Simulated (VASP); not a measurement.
# CaSi4 (C2/c) in VASP: single point with PBEsol

Aim: the single point of CaSi4 with PBEsol.

All numbers are computed with VASP 6.6.1; they aren't measurements. Logs are shortened: lines on timing, memory, paths and dates and some standing lists are left out, and cuts for length are marked.

### Step 1. The cell of the first run

The structure is monoclinic, space group C2/c (No. 15). Conventional cell: a = 5.417 Å, b = 11.357 Å, c = 5.934 Å, α = 90.00°, β = 110.64°, γ = 90.00°. Within 3.3 Å of Ca (site symmetry 2) lie 6 Si at 2.40 to 2.47 Å and 2 Ca at 3.29 Å. Within 3.0 Å of Si (site symmetry 1) lie 2 Si at 2.29 to 2.34 Å and 2 Ca at 2.40 to 2.47 Å. Within 3.0 Å of Si (site symmetry 1) lie 3 Si at 2.27 to 2.34 Å and 1 Ca at 2.44 Å.

### Step 2. Single point, PBEsol

Input file POSCAR:

```
CaSi4
1.0
    5.4170040000      0.0000000000      0.0000000000
    2.7085020000     -5.6785250000      0.0000000000
    2.0916790000      0.0000000000     -5.5530560000
Ca Si
2 8
Direct
    0.0624100000      0.8751800000      0.7500000000
    0.9375900000      0.1248200000      0.2500000000
    0.3623600000      0.8228200000      0.3220300000
    0.8148200000      0.8228200000      0.1779700000
    0.6376400000      0.1771800000      0.6779700000
    0.1851800000      0.1771800000      0.8220300000
    0.4950300000      0.5577000000      0.8100400000
    0.9472700000      0.5577000000      0.6899600000
    0.5049700000      0.4423000000      0.1899600000
    0.0527300000      0.4423000000      0.3100400000
```

Input file INCAR.step1:

```
SYSTEM = CaSi4
PREC = Accurate ; ENCUT = 520
EDIFF = 1E-6 ; ISMEAR = -1
SIGMA = 0.1 ; LREAL = .FALSE.
LASPH = .TRUE. ; NELM = 80
ALGO = Normal ; ISIF = 2
LWAVE = .FALSE. ; LCHARG = .TRUE.
GGA = PS ; NBANDS = 37
```

Input file KPOINTS.step1:

```
regular mesh
0
G
  5 5 5
  0 0 0
```

Input file INCAR.step2:

```
SYSTEM = CaSi4
PREC = Accurate ; ENCUT = 520
EDIFF = 1E-6 ; ISMEAR = -5
SIGMA = 0.1 ; LREAL = .FALSE.
LASPH = .TRUE. ; NELM = 80
ALGO = Normal ; ISIF = 2
LWAVE = .FALSE. ; LCHARG = .FALSE.
GGA = PS ; LORBIT = 10
NBANDS = 37 ; NEDOS = 2001
ICHARG = 11
```

Input file KPOINTS.step2:

```
regular mesh
0
G
  8 8 8
  0 0 0
```

Potentials or basis: VASP PAW PBE potentials, release 64 (Ca_sv, Si).

The run is started by

```bash
$ cat potpaw_PBE.64/Ca_sv/POTCAR potpaw_PBE.64/Si/POTCAR > POTCAR
$ cp INCAR.step1 INCAR
$ cp KPOINTS.step1 KPOINTS
$ mpirun -np 1 vasp_std > vasp.out
$ cp INCAR.step2 INCAR
$ cp KPOINTS.step2 KPOINTS
$ mpirun -np 1 vasp_std > vasp.out
```

OUTCAR:

```text
SYSTEM = CaSi4
   PREC = Accurate
   ENCUT = 520
   EDIFF = 1E-6
   ISMEAR = -5
   LREAL = .FALSE.
   LASPH = .TRUE.
   NELM = 80
   ISIF = 2
   GGA = PS
   LORBIT = 10
   ICHARG = 11

 ion  position               nearest neighbor table
   1  0.062  0.875  0.750-   5 2.40   6 2.40   7 2.44   8 2.44   3 2.47   4 2.47
   2  0.938  0.125  0.250-   3 2.40   4 2.40   9 2.44  10 2.44   5 2.47   6 2.47
   3  0.362  0.823  0.322-   4 2.29   9 2.34   2 2.40   1 2.47
   4  0.815  0.823  0.178-   3 2.29  10 2.34   2 2.40   1 2.47
   5  0.638  0.177  0.678-   6 2.29   7 2.34   1 2.40   2 2.47
   6  0.185  0.177  0.822-   5 2.29   8 2.34   1 2.40   2 2.47
   7  0.495  0.558  0.810-   9 2.27   8 2.30   5 2.34   1 2.44
   8  0.947  0.558  0.690-  10 2.27   7 2.30   6 2.34   1 2.44
   9  0.505  0.442  0.190-   7 2.27  10 2.30   3 2.34   2 2.44
  10  0.053  0.442  0.310-   8 2.27   9 2.30   4 2.34   2 2.44

  LATTYP: Found a base centered monoclinic cell.
 ALAT       =     5.4170040000
 B/A-ratio  =     2.0965555868
 C/A-ratio  =     1.0954269653
 COS(beta)  =    -0.3524945872

  Lattice vectors:

 A1 = (  -2.7085020000,  -5.6785250000,   0.0000000000)
 A2 = (  -2.7085020000,   5.6785250000,   0.0000000000)
 A3 = (   2.0916790000,   0.0000000000,  -5.5530560000)

Analysis of symmetry for initial positions (statically):
=====================================================================
 Subroutine PRICEL returns:
 Original cell was already a primitive cell.

 Routine SETGRP: Setting up the symmetry group for a
 base centered monoclinic supercell.

 Subroutine GETGRP returns: Found  4 space group operations
 (whereof  2 operations were pure point group operations)
 out of a pool of  4 trial point group operations.

The static configuration has the point symmetry S_2 .
 The point group associated with its full space group is C_2h.

Analysis of symmetry for dynamics (positions and initial velocities):
=====================================================================
 Subroutine PRICEL returns:
 Original cell was already a primitive cell.

 Routine SETGRP: Setting up the symmetry group for a
 base centered monoclinic supercell.

 Subroutine GETGRP returns: Found  4 space group operations
 (whereof  2 operations were pure point group operations)
 out of a pool of  4 trial point group operations.

The dynamic configuration has the point symmetry S_2 .
 The point group associated with its full space group is C_2h.

 Subroutine INISYM returns: Found  4 space group operations
 (whereof  2 operations are pure point group operations),
 and found     1 'primitive' translations

----------------------------------------------------------------------------------------

                                     Primitive cell

  volume of cell :     170.8153

  direct lattice vectors                    reciprocal lattice vectors
     5.417004000  0.000000000  0.000000000     0.184603888  0.088051034  0.069535059
     2.708502000 -5.678525000  0.000000000     0.000000000 -0.176102069  0.000000000
     2.091679000  0.000000000 -5.553056000     0.000000000  0.000000000 -0.180081022

  length of vectors
     5.417004000  6.291393269  5.933932253     0.216024778  0.176102069  0.180081022

  position of ions in fractional coordinates (direct lattice)
     0.062410000  0.875180000  0.750000000
     0.937590000  0.124820000  0.250000000
     0.362360000  0.822820000  0.322030000
     0.814820000  0.822820000  0.177970000
     0.637640000  0.177180000  0.677970000
     0.185180000  0.177180000  0.822030000
     0.495030000  0.557700000  0.810040000
     0.947270000  0.557700000  0.689960000
     0.504970000  0.442300000  0.189960000
     0.052730000  0.442300000  0.310040000

  ion indices of the primitive-cell ions
   primitive index   ion index
                 1           1
                 2           2
                 3           3
                 4           4
                 5           5
                 6           6
                 7           7
                 8           8
                 9           9
                10          10

----------------------------------------------------------------------------------------

 KPOINTS: regular mesh

Automatic generation of k-mesh.
 Grid dimensions read from file:
 generate k-points for:    8    8    8

 Generating k-lattice:

  Cartesian coordinates                     Fractional coordinates (reciprocal lattice)
     0.023075486  0.011006379  0.008691882     0.125000000  0.000000000  0.000000000
     0.000000000 -0.022012759  0.000000000     0.000000000  0.125000000  0.000000000
     0.000000000  0.000000000 -0.022510128     0.000000000  0.000000000  0.125000000

  Length of vectors
     0.027003097  0.022012759  0.022510128

  Shift w.r.t. Gamma in fractional coordinates (k-lattice)
     0.000000000  0.000000000  0.000000000

 TETIRR: Found   1312 inequivalent tetrahedra from     3072

 Subroutine IBZKPT returns following result:
 ===========================================

 Found    150 irreducible k-points:

 Following reciprocal coordinates:
            Coordinates               Weight
  0.000000  0.000000  0.000000      1.000000
  0.125000 -0.000000  0.000000      4.000000
  0.250000 -0.000000  0.000000      4.000000
  0.375000  0.000000  0.000000      4.000000
  0.500000 -0.000000  0.000000      2.000000
  0.000000  0.125000  0.000000      2.000000
[... 16 lines left out ...]
  0.125000 -0.000000  0.125000      4.000000
  0.250000 -0.000000  0.125000      4.000000
 [... further k-points ...]
   k-points           NKPTS =    150   k-points in BZ     NKDIM =    150   number of bands    NBANDS=     37
   number of dos      NEDOS =   2001   number of ions     NIONS =     10
   total plane-waves  NPLWV =  92160
   dimension x,y,z NGX =    40 NGY =   48 NGZ =   48
   dimension x,y,z NGXF=    80 NGYF=   96 NGZF=   96
   ions per type =               2   8
   NGX,Y,Z   is equivalent  to a cutoff of  12.28, 12.68, 13.45 a.u.
   NGXF,Y,Z  is equivalent  to a cutoff of  24.55, 25.37, 26.90 a.u.
 SYSTEM =  CaSi4
   PREC   = accura    normal or accurate (medium, high low for compatibility)
   ISTART =      0    job   : 0-new  1-cont  2-samecut
   ICHARG =     11    charge: 1-file 2-atom 10-const
   ISPIN  =      1    spin polarized calculation?
   LNONCOLLINEAR =      F non collinear calculations
   LSORBIT =      F    spin-orbit coupling
   LASPH  =      T    aspherical Exc in radial PAW
   ENCUT  =  520.0 eV  38.22 Ry    6.18 a.u.  10.07 11.70 11.03*2*pi/ulx,y,z
   NELM   =     80;   NELMIN=  2; NELMDL=  0     # of ELM steps
   EDIFF  = 0.1E-05   stopping-criterion for ELM
   LREAL  =      F    real-space projection
   EDIFFG = 0.1E-04   stopping-criterion for IOM
   NSW    =      0    number of steps for IOM
   IBRION =     -1    ionic relax: 0-MD 1-quasi-New 2-CG
   NFREE  =      0    steps in history (QN), initial steepest desc. (CG)
   ISIF   =      2    stress and relaxation
   ISYM   =      2    0-nonsym 1-usesym 2-fastsym
   POTIM  = 0.5000    time-step for ionic-motion
   TEBEG  =    0.0;   TEEND  =   0.0 temperature during run
   PSTRESS=    0.0 pullay stress
   NELECT =      52.0000    total number of electrons
   NUPDOWN=      -1.0000    fix difference up-down
   EMIN   =  10.00;   EMAX   =-10.00  energy-range for DOS
   EFERMI =   0.00;   METHOD = LEGACY
   ISMEAR =    -5;   SIGMA  =   0.10  broadening in eV -4-tet -1-fermi 0-gaus
   EFERMI_NEDOS =   21; number of points for ismear=-14 and -15
   IALGO  =     38    algorithm
   IMIX   =      4    mixing-type and parameters
     AMIX     =   0.40;   BMIX     =  1.00
     AMIX_MAG =   1.60;   BMIX_MAG =  1.00
  volume/ion in A,a.u.               =      17.08       115.27
  Fermi-wavevector in a.u.,A,eV,Ry     =   1.101287  2.081130 16.501584  1.212832
  Thomas-Fermi vector in A             =   2.237711
   LORBIT       =     10    0 simple, 1 ext, 2 COOP (PROOUT), +10 PAW based schemes
   GGA     = PS    functional components
   LHFCALC =     F    Hartree Fock is set to
   AEXX    =    0.0000 exact exchange contribution
   IVDW    =     0    specifies the selected vdW correction
   LEPSILON=     F    determine dielectric tensor
   LRPA    =     F    only Hartree local field effects (RPA)
 non-spin polarized calculation
 Fermi weights with tetrahedron method with Bloechl corrections
  energy-cutoff  :      520.00
  volume of cell :      170.82
 maximum number of plane-waves:      4626

 number of electron      52.0000000 magnetization

 Free energy of the ion-electron system (eV)
  ---------------------------------------------------
  ext. energy  EPLUGINS =         0.00000000
  ---------------------------------------------------
  free energy    TOTEN  =       -37.78438408 eV

  energy without entropy =      -37.78438408  energy(sigma->0) =      -37.78438408

 E-fermi :   6.8621     XC(G=0): -10.5367

 val. band max:        6.9565791247   @ k =   0.3750  -0.3750   0.2500
 cond. band min:       6.7816787201   @ k =   0.0000   0.1250   0.5000
 fundamental gap:     -0.1749004046
 Fermi energy:         6.8620712160

 k-point     1 :       0.0000    0.0000    0.0000
  band No.  band energies     occupation
      1     -31.9877      2.00000
      2     -31.9282      2.00000
      3     -13.7003      2.00000
      4     -13.5747      2.00000
      5     -13.5605      2.00000
      6     -13.5344      2.00000
[... 29 lines left out ...]
     36      11.1227      0.00000
     37      11.8049      0.00000

 k-point     2 :       0.1250   -0.0000    0.0000
  band No.  band energies     occupation
      1     -31.9877      2.00000
      2     -31.9282      2.00000
      3     -13.7006      2.00000
      4     -13.5743      2.00000
      5     -13.5633      2.00000
      6     -13.5351      2.00000
[... 29 lines left out ...]
     36      11.2083      0.00000
     37      11.5574      0.00000

 k-point     3 :       0.2500   -0.0000    0.0000
  band No.  band energies     occupation
      1     -31.9876      2.00000
      2     -31.9283      2.00000
      3     -13.7016      2.00000
      4     -13.5733      2.00000
      5     -13.5702      2.00000
      6     -13.5367      2.00000
[... 29 lines left out ...]
     36      11.5077      0.00000
     37      11.5915      0.00000

 k-point     4 :       0.3750    0.0000    0.0000
  band No.  band energies     occupation
      1     -31.9875      2.00000
      2     -31.9283      2.00000
      3     -13.7026      2.00000
      4     -13.5774      2.00000
      5     -13.5718      2.00000
      6     -13.5384      2.00000
[... 29 lines left out ...]
     36      11.3609      0.00000
     37      11.6829      0.00000
[... 683 lines left out ...]
      1     -31.9855      2.00000
      2     -31.9305      2.00000
      3     -13.6996      2.00000
      4     -13.5821      2.00000
      5     -13.5560      2.00000
      6     -13.5189      2.00000
[... 29 lines left out ...]
     36      11.5339      0.00000
     37      11.8254      0.00000

 k-point    23 :       0.1250   -0.0000    0.1250
  band No.  band energies     occupation
      1     -31.9854      2.00000
      2     -31.9305      2.00000
      3     -13.6995      2.00000
      4     -13.5822      2.00000
      5     -13.5570      2.00000
      6     -13.5193      2.00000
[... 29 lines left out ...]
     36      11.4054      0.00000
     37      11.7852      0.00000

 k-point    24 :       0.2500   -0.0000    0.1250
  band No.  band energies     occupation
      1     -31.9853      2.00000
      2     -31.9305      2.00000
      3     -13.7003      2.00000
      4     -13.5818      2.00000
      5     -13.5624      2.00000
      6     -13.5207      2.00000
[... 29 lines left out ...]
     36      11.3084      0.00000
     37      11.5794      0.00000

 [... further k-points ...]
[... 5 lines left out ...]
  --------------------------------------------------------------------------------------
  -------------------------------------------------------------------------------------
  Total       36.4280533     33.9357738     24.8897081      0.0000000      0.0000000      1.9687999
  in kB      341.6801851    318.3036271    233.4552440      0.0000000      0.0000000     18.4665351
  external PRESSURE =     297.8130187 kB  Pullay stress =       0.0000000 kB

 VOLUME and BASIS-vectors are now :
 -----------------------------------------------------------------------------
  energy-cutoff  :      520.00
  volume of cell :      170.82
      direct lattice vectors                 reciprocal lattice vectors
     5.417004000  0.000000000  0.000000000     0.184603888  0.088051034  0.069535059
     2.708502000 -5.678525000  0.000000000     0.000000000 -0.176102069  0.000000000
     2.091679000  0.000000000 -5.553056000     0.000000000  0.000000000 -0.180081022

 POSITION                                       TOTAL-FORCE (eV/Angst)
 -----------------------------------------------------------------------------------
      4.27726     -4.96973     -4.16479        -0.000000     -0.153449      0.000000
      5.93992     -0.70879     -1.38826        -0.000000      0.153449      0.000000
      4.86510     -4.67240     -1.78825         2.882113      2.115885      1.369044
      7.01475     -4.67240     -0.98828        -2.882113      2.115885     -1.369044
      5.35209     -1.00612     -3.76481        -2.882113     -2.115885     -1.369044
      3.20244     -1.00612     -4.56478         2.882113     -2.115885      1.369044
      5.88645     -3.16691     -4.49820         0.719539      1.267099      0.664304
      8.08507     -3.16691     -3.83139        -0.719539      1.267099     -0.664304
      4.33073     -2.51161     -1.05486        -0.719539     -1.267099     -0.664304
      2.13211     -2.51161     -1.72167         0.719539     -1.267099      0.664304
 -----------------------------------------------------------------------------------
    total drift:                                0.000000     -0.000000      0.000000

  FREE ENERGIE OF THE ION-ELECTRON SYSTEM (eV)
  ---------------------------------------------------
  free  energy   TOTEN  =       -37.7843840753 eV

  energy  without entropy=      -37.7843840753  energy(sigma->0) =      -37.78438408

 total charge

# of ion       s       p       d       tot
------------------------------------------
    1        2.126   5.899   0.750   8.774
    2        2.126   5.899   0.750   8.774
    3        0.869   0.874   0.000   1.743
    4        0.869   0.874   0.000   1.743
    5        0.869   0.874   0.000   1.743
    6        0.869   0.874   0.000   1.743
    7        0.847   0.866   0.000   1.713
    8        0.847   0.866   0.000   1.713
    9        0.847   0.866   0.000   1.713
   10        0.847   0.866   0.000   1.713
--------------------------------------------------
tot         11.115  18.758   1.499  31.372
```

It took 10 min on 1 thread of Intel Xeon Platinum 8488C (Sapphire Rapids), shared host; peak memory 0.79 GiB.

What came out:

* Valence electrons inside the program's atomic spheres: Ca 8.77; Si 1.74, 1.71 (each value once)

Caveat: the PAW data sets were made with another functional, which shifts forces and pressure a little; tetrahedron occupations give inexact forces and stress in metals.
